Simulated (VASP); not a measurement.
# Ga2O3 (R-3c) in VASP: single point with PBE

Aim: the single point of Ga2O3 with PBE.

All numbers are computed with VASP 6.6.1; they aren't measurements. Logs are shortened: lines on timing, memory, paths and dates and some standing lists are left out, and cuts for length are marked.

## 1. The cell of the first run

The structure is trigonal, space group R-3c (No. 167). The conventional cell has a = 4.997 Å, b = 4.997 Å, c = 13.451 Å, α = 90.00°, β = 90.00°, γ = 120.00°. Ga (site symmetry 3) has 6 O at 1.93 to 2.08 Å within 2.6 Å. Within 2.9 Å of O (site symmetry 2) lie 4 Ga at 1.93 to 2.08 Å and 8 O at 2.62 to 2.84 Å.

## 2. Single point, PBE

Input file INCAR:

```
SYSTEM = Ga2O3
PREC     = Accurate       ! precision mode
ENCUT    = 520            ! plane-wave cutoff, eV
EDIFF    = 1E-7           ! SCF threshold, eV
ISMEAR   = 0              ! smearing method
SIGMA    = 0.05           ! smearing width, eV
LREAL    = Auto         
LASPH    = .True.         ! aspherical terms in the spheres
NELM     = 80             ! most SCF steps
ALGO     = Normal         ! electronic algorithm
ISIF     = 2              ! what is computed and relaxed
LWAVE    = .False.        ! write WAVECAR
LCHARG   = .True.         ! write CHGCAR
GGA      = PE             ! functional
LELF     = .True.         ! ELF
LVHAR    = .True.       
NBANDS   = 202            ! bands
```

Input file KPOINTS:

```
Automatic mesh
0
Gamma
  3 3 3
  0 0 0
```

Input file POSCAR:

```
Ga2O3
1.0
   -4.9973980000     -2.8852490000      4.4835500000
    4.9973980000     -2.8852490000      4.4835500000
    0.0000000000      5.7704990000      4.4835500000
Ga O
16 24
Direct
    0.8555860000      0.3555860000      0.3555860000
    0.3555860000      0.8555860000      0.3555860000
    0.3555860000      0.3555860000      0.8555860000
    0.8555860000      0.8555860000      0.8555860000
    0.6444140000      0.1444140000      0.1444140000
    0.1444140000      0.6444140000      0.1444140000
    0.1444140000      0.1444140000      0.6444140000
    0.6444140000      0.6444140000      0.6444140000
    0.1444140000      0.1444140000      0.1444140000
    0.6444140000      0.6444140000      0.1444140000
    0.6444140000      0.1444140000      0.6444140000
    0.1444140000      0.6444140000      0.6444140000
    0.3555860000      0.3555860000      0.3555860000
    0.8555860000      0.8555860000      0.3555860000
    0.8555860000      0.3555860000      0.8555860000
    0.3555860000      0.8555860000      0.8555860000
    0.7500000000      0.4015840000      0.0984160000
    0.2500000000      0.9015840000      0.0984160000
    0.2500000000      0.4015840000      0.5984160000
    0.7500000000      0.9015840000      0.5984160000
    0.9015840000      0.0984160000      0.2500000000
    0.4015840000      0.5984160000      0.2500000000
    0.4015840000      0.0984160000      0.7500000000
    0.9015840000      0.5984160000      0.7500000000
    0.5984160000      0.2500000000      0.4015840000
    0.0984160000      0.7500000000      0.4015840000
    0.0984160000      0.2500000000      0.9015840000
    0.5984160000      0.7500000000      0.9015840000
    0.2500000000      0.0984160000      0.4015840000
    0.7500000000      0.5984160000      0.4015840000
    0.7500000000      0.0984160000      0.9015840000
    0.2500000000      0.5984160000      0.9015840000
    0.4015840000      0.2500000000      0.0984160000
    0.9015840000      0.7500000000      0.0984160000
    0.9015840000      0.2500000000      0.5984160000
    0.4015840000      0.7500000000      0.5984160000
    0.0984160000      0.4015840000      0.2500000000
    0.5984160000      0.9015840000      0.2500000000
    0.5984160000      0.4015840000      0.7500000000
    0.0984160000      0.9015840000      0.7500000000
```

Potentials or basis: VASP PAW PBE potentials, release 64 (Ga_d, O).

Started as:

```console
$ cat potpaw_PBE.64/Ga_d/POTCAR potpaw_PBE.64/O/POTCAR > POTCAR
$ mpirun -np 1 vasp_std > vasp.out
```

OUTCAR:

```text
SYSTEM = Ga2O3
   PREC = Accurate
   ENCUT = 520
   EDIFF = 1E-7
   ISMEAR = 0
   LREAL = Auto
   LASPH = .True.
   NELM = 80
   ISIF = 2
   GGA = PE

 ion  position               nearest neighbor table
   1  0.856  0.356  0.356-  30 1.93  37 1.93  35 1.93  21 2.08  25 2.08  17 2.08   5 2.84
   2  0.356  0.856  0.356-  29 1.93  38 1.93  36 1.93  22 2.08  26 2.08  18 2.08   6 2.84
   3  0.356  0.356  0.856-  32 1.93  39 1.93  33 1.93  23 2.08  27 2.08  19 2.08   7 2.84
   4  0.856  0.856  0.856-  31 1.93  40 1.93  34 1.93  24 2.08  28 2.08  20 2.08   8 2.84
   5  0.644  0.144  0.144-  33 1.93  38 1.93  31 1.93  21 2.08  17 2.08  25 2.08   1 2.84
   6  0.144  0.644  0.144-  34 1.93  37 1.93  32 1.93  22 2.08  18 2.08  26 2.08   2 2.84
[... 8 lines left out ...]
  15  0.856  0.356  0.856-  27 1.93  24 1.93  17 1.93  39 2.08  31 2.08  35 2.08  11 2.84
  16  0.356  0.856  0.856-  28 1.93  23 1.93  18 1.93  40 2.08  32 2.08  36 2.08  12 2.84
  17  0.750  0.402  0.098-  10 1.93  15 1.93   5 2.08   1 2.08
  18  0.250  0.902  0.098-   9 1.93  16 1.93   6 2.08   2 2.08
  19  0.250  0.402  0.598-  12 1.93  13 1.93   7 2.08   3 2.08
  20  0.750  0.902  0.598-  11 1.93  14 1.93   8 2.08   4 2.08
  21  0.902  0.098  0.250-   9 1.93  14 1.93   1 2.08   5 2.08
  22  0.402  0.598  0.250-  10 1.93  13 1.93   2 2.08   6 2.08
[... 16 lines left out ...]
  39  0.598  0.402  0.750-   3 1.93   8 1.93  11 2.08  15 2.08
  40  0.098  0.902  0.750-   4 1.93   7 1.93  12 2.08  16 2.08

  LATTYP: Found a trigonal (rhomboedric) cell.
 ALAT       =     7.3075905271
 COS(alpha) =     0.0646598802

  Lattice vectors:

 A1 = (  -4.9973980000,  -2.8852490000,   4.4835500000)
 A2 = (   4.9973980000,  -2.8852490000,   4.4835500000)
 A3 = (   0.0000000000,   5.7704990000,   4.4835500000)

Analysis of symmetry for initial positions (statically):
=====================================================================
 Subroutine PRICEL returns following result:

  LATTYP: Found a trigonal (rhomboedric) cell.
 ALAT       =     5.3316866369
 COS(alpha) =     0.5607328845

  Lattice vectors:

 A1 = (   0.0000000000,  -2.8852490000,   4.4835500000)
 A2 = (   2.4986990000,   1.4426250000,   4.4835500000)
 A3 = (  -2.4986990000,   1.4426250000,   4.4835500000)

   4 primitive cells build up your supercell.

 Routine SETGRP: Setting up the symmetry group for a
 trigonal (rhombohedral) supercell.

 Subroutine GETGRP returns: Found 12 space group operations
 (whereof  6 operations were pure point group operations)
 out of a pool of 12 trial point group operations.

The static configuration has the point symmetry S_6 .
 The point group associated with its full space group is D_3d.

Analysis of symmetry for dynamics (positions and initial velocities):
=====================================================================
 Subroutine PRICEL returns following result:

  LATTYP: Found a trigonal (rhomboedric) cell.
 ALAT       =     5.3316866369
 COS(alpha) =     0.5607328845

  Lattice vectors:

 A1 = (   0.0000000000,  -2.8852490000,   4.4835500000)
 A2 = (   2.4986990000,   1.4426250000,   4.4835500000)
 A3 = (  -2.4986990000,   1.4426250000,   4.4835500000)

   4 primitive cells build up your supercell.

 Routine SETGRP: Setting up the symmetry group for a
 trigonal (rhombohedral) supercell.

 Subroutine GETGRP returns: Found 12 space group operations
 (whereof  6 operations were pure point group operations)
 out of a pool of 12 trial point group operations.

The dynamic configuration has the point symmetry S_6 .
 The point group associated with its full space group is D_3d.

 Subroutine INISYM returns: Found 12 space group operations
 (whereof  6 operations are pure point group operations),
 and found     4 'primitive' translations

----------------------------------------------------------------------------------------

                                     Primitive cell

  volume of cell :      96.9707

  direct lattice vectors                    reciprocal lattice vectors
     0.000000000 -2.885249000  4.483550000     0.000000000 -0.231060331  0.074345867
     2.498699000  1.442625000  4.483550000     0.200104134  0.115530166  0.074345841
    -2.498699000  1.442625000  4.483550000    -0.200104134  0.115530166  0.074345841

  length of vectors
     5.331686637  5.331686805  5.331686805     0.242726563  0.242726570  0.242726570

  position of ions in fractional coordinates (direct lattice)
     0.855586000  0.855586000  0.855586000
     0.644414000  0.644414000  0.644414000
     0.144414000  0.144414000  0.144414000
     0.355586000  0.355586000  0.355586000
     0.053168000  0.750000000  0.446832000
     0.750000000  0.446832000  0.053168000
     0.446832000  0.053168000  0.750000000
     0.946832000  0.250000000  0.553168000
     0.553168000  0.946832000  0.250000000
     0.250000000  0.553168000  0.946832000

  ion indices of the primitive-cell ions
   primitive index   ion index
                 1           1
                 2           5
                 3           9
                 4          13
                 5          17
                 6          21
                 7          25
                 8          30
                 9          35
                10          37

----------------------------------------------------------------------------------------

 KPOINTS: Automatic mesh

Automatic generation of k-mesh.
 Grid dimensions read from file:
 generate k-points for:    3    3    3

 Generating k-lattice:

  Cartesian coordinates                     Fractional coordinates (reciprocal lattice)
    -0.033350689 -0.019255028  0.024781951     0.333333333  0.000000000  0.000000000
     0.033350689 -0.019255028  0.024781951     0.000000000  0.333333333  0.000000000
     0.000000000  0.038510055  0.024781947     0.000000000  0.000000000  0.333333333

  Length of vectors
     0.045794865  0.045794865  0.045794860

  Shift w.r.t. Gamma in fractional coordinates (k-lattice)
     0.000000000  0.000000000  0.000000000

 Subroutine IBZKPT returns following result:
 ===========================================

 Found      6 irreducible k-points:

 Following reciprocal coordinates:
            Coordinates               Weight
  0.000000  0.000000  0.000000      1.000000
  0.333333  0.000000  0.000000      6.000000
  0.333333  0.333333  0.000000      6.000000
 -0.333333  0.333333  0.000000      6.000000
  0.333333  0.333333  0.333333      2.000000
 -0.333333  0.333333  0.333333      6.000000
   k-points           NKPTS =      6   k-points in BZ     NKDIM =      6   number of bands    NBANDS=    202
   number of dos      NEDOS =    301   number of ions     NIONS =     40
   total plane-waves  NPLWV = 157464
   dimension x,y,z NGX =    54 NGY =   54 NGZ =   54
   dimension x,y,z NGXF=   108 NGYF=  108 NGZF=  108
   ions per type =              16  24
   NGX,Y,Z   is equivalent  to a cutoff of  12.28, 12.28, 12.28 a.u.
   NGXF,Y,Z  is equivalent  to a cutoff of  24.57, 24.57, 24.57 a.u.
 SYSTEM =  Ga2O3
   PREC   = accura    normal or accurate (medium, high low for compatibility)
   ISTART =      0    job   : 0-new  1-cont  2-samecut
   ICHARG =      2    charge: 1-file 2-atom 10-const
   ISPIN  =      1    spin polarized calculation?
   LNONCOLLINEAR =      F non collinear calculations
   LSORBIT =      F    spin-orbit coupling
   LASPH  =      T    aspherical Exc in radial PAW
   ENCUT  =  520.0 eV  38.22 Ry    6.18 a.u.  13.59 13.59 13.59*2*pi/ulx,y,z
   NELM   =     80;   NELMIN=  2; NELMDL= -5     # of ELM steps
   EDIFF  = 0.1E-06   stopping-criterion for ELM
   LREAL  =      T    real-space projection
   EDIFFG = 0.1E-05   stopping-criterion for IOM
   NSW    =      0    number of steps for IOM
   IBRION =     -1    ionic relax: 0-MD 1-quasi-New 2-CG
   NFREE  =      0    steps in history (QN), initial steepest desc. (CG)
   ISIF   =      2    stress and relaxation
   ISYM   =      2    0-nonsym 1-usesym 2-fastsym
   POTIM  = 0.5000    time-step for ionic-motion
   TEBEG  =    0.0;   TEEND  =   0.0 temperature during run
   PSTRESS=    0.0 pullay stress
   NELECT =     352.0000    total number of electrons
   NUPDOWN=      -1.0000    fix difference up-down
   EMIN   =  10.00;   EMAX   =-10.00  energy-range for DOS
   EFERMI =   0.00;   METHOD = LEGACY
   ISMEAR =     0;   SIGMA  =   0.05  broadening in eV -4-tet -1-fermi 0-gaus
   EFERMI_NEDOS =   21; number of points for ismear=-14 and -15
   IALGO  =     38    algorithm
   IMIX   =      4    mixing-type and parameters
     AMIX     =   0.40;   BMIX     =  1.00
     AMIX_MAG =   1.60;   BMIX_MAG =  1.00
  volume/ion in A,a.u.               =       9.70        65.44
  Fermi-wavevector in a.u.,A,eV,Ry     =   1.584974  2.995167 34.179784  2.512143
  Thomas-Fermi vector in A             =   2.684510
   LORBIT       =      0    0 simple, 1 ext, 2 COOP (PROOUT), +10 PAW based schemes
   GGA     = PE    functional components
   LHFCALC =     F    Hartree Fock is set to
   AEXX    =    0.0000 exact exchange contribution
   IVDW    =     0    specifies the selected vdW correction
   LEPSILON=     F    determine dielectric tensor
   LRPA    =     F    only Hartree local field effects (RPA)
 non-spin polarized calculation
 Gauss-broadening in eV      SIGMA  =   0.05
  energy-cutoff  :      520.00
  volume of cell :      387.88
 maximum number of plane-waves:     10490
 NGX is ok and might be reduce to    54
   NGX = 27   NGY = 27   NGZ = 27

 number of electron     351.9999785 magnetization

 Free energy of the ion-electron system (eV)
  ---------------------------------------------------
  ext. energy  EPLUGINS =         0.00000000
  ---------------------------------------------------
  free energy    TOTEN  =      -237.12985598 eV

  energy without entropy =     -237.12985598  energy(sigma->0) =     -237.12985598

 E-fermi :   4.7921     XC(G=0): -12.1681

 val. band max:        4.4925874336   @ k =  -0.3333   0.3333   0.0000
 cond. band min:       7.2725178892   @ k =   0.0000   0.0000   0.0000
 fundamental gap:      2.7799304556
 Fermi energy:         4.7921252131

 k-point     1 :       0.0000    0.0000    0.0000
  band No.  band energies     occupation
      1     -14.4794      2.00000
      2     -13.5732      2.00000
      3     -13.5732      2.00000
      4     -13.5732      2.00000
      5     -12.8941      2.00000
      6     -12.8941      2.00000
[... 1135 lines left out ...]
    187      11.5943      0.00000
    188      11.6749      0.00000
 [bands above 188 left out]

------------------------ aborting loop because EDIFF is reached ----------------------------------------

  FORCE on cell =-STRESS in cart. coord.  units (eV):
  Direction    XX          YY          ZZ          XY          YZ          ZX
  --------------------------------------------------------------------------------------
  -------------------------------------------------------------------------------------
  Total       22.4001438     22.4001478     20.6073081      0.0000000      0.0000015      0.0000000
  in kB       92.5253707     92.5253869     85.1199364      0.0000000      0.0000063      0.0000000
  external PRESSURE =      90.0568980 kB  Pullay stress =       0.0000000 kB

 VOLUME and BASIS-vectors are now :
 -----------------------------------------------------------------------------
  energy-cutoff  :      520.00
  volume of cell :      387.88
      direct lattice vectors                 reciprocal lattice vectors
    -4.997398000 -2.885249000  4.483550000    -0.100052067 -0.057765083  0.074345854
     4.997398000 -2.885249000  4.483550000     0.100052067 -0.057765083  0.074345854
     0.000000000  5.770499000  4.483550000     0.000000000  0.115530166  0.074345841

 POSITION                                       TOTAL-FORCE (eV/Angst)
 -----------------------------------------------------------------------------------
     -2.49870     -1.44262      7.02464         0.000000      0.000000      0.061008
      2.49870     -1.44262      7.02464         0.000000      0.000000      0.061008
      0.00000      2.88525      7.02464         0.000000      0.000000      0.061008
      0.00000      0.00000     11.50819         0.000000      0.000000      0.061008
     -2.49870     -1.44262      4.18424         0.000000     -0.000000     -0.061008
      2.49870     -1.44262      4.18424         0.000000     -0.000000     -0.061008
[... 32 lines left out ...]
     -0.98365      1.44263      7.84621         0.012408      0.000000     -0.000000
      4.01375      1.44263      7.84621         0.012408      0.000000     -0.000000
 -----------------------------------------------------------------------------------
    total drift:                               -0.000000     -0.000000     -0.000000

  FREE ENERGIE OF THE ION-ELECTRON SYSTEM (eV)
  ---------------------------------------------------
  free  energy   TOTEN  =      -237.1298559761 eV

  energy  without entropy=     -237.1298559761  energy(sigma->0) =     -237.12985598
```

Run time: 27 min. Hardware: 1 thread of Intel Xeon Platinum 8259CL at 2.50GHz (Skylake/Cascade Lake), shared host; peak memory 0.56 GiB.

Results:

```yaml
Free_energy: -237.1299 eV
Pressure: 9.0 GPa
Largest_force: 0.061 eV/Å
Band_gap_on_the_k_mesh: 2.78 eV
```

Forces on the atoms (eV/Å):
```
Ga   0.000  0.000  0.061
Ga   0.000  0.000  0.061
Ga   0.000  0.000  0.061
Ga   0.000  0.000  0.061
Ga   0.000  0.000 -0.061
Ga   0.000  0.000 -0.061
Ga   0.000  0.000 -0.061
Ga   0.000  0.000 -0.061
Ga   0.000  0.000 -0.061
Ga   0.000  0.000 -0.061
Ga   0.000  0.000 -0.061
Ga   0.000  0.000 -0.061
Ga   0.000  0.000  0.061
Ga   0.000  0.000  0.061
Ga   0.000  0.000  0.061
Ga   0.000  0.000  0.061
O    0.006 -0.011  0.000
O    0.006 -0.011  0.000
O    0.006 -0.011  0.000
O    0.006 -0.011  0.000
O   -0.012  0.000  0.000
O   -0.012  0.000  0.000
O   -0.012  0.000  0.000
O   -0.012  0.000  0.000
O    0.006  0.011  0.000
O    0.006  0.011  0.000
O    0.006  0.011  0.000
O    0.006  0.011  0.000
O   -0.006  0.011  0.000
O   -0.006  0.011  0.000
O   -0.006  0.011  0.000
O   -0.006  0.011  0.000
O   -0.006 -0.011  0.000
O   -0.006 -0.011  0.000
O   -0.006 -0.011  0.000
O   -0.006 -0.011  0.000
O    0.012  0.000  0.000
O    0.012  0.000  0.000
O    0.012  0.000  0.000
O    0.012  0.000  0.000
```

Levels at points of the mesh, in eV from the valence-band top:
```
           k point  band 172  band 173  band 174  band 175  band 176  band 177  band 178  band 179  band 180  band 181
(0.00, 0.00, 0.00)     -0.25     -0.25     -0.14     -0.14     -0.14      2.78      6.52      6.52      6.52      6.65
```

Caveat: the cell stands under pressure. A k mesh can miss the band edges.
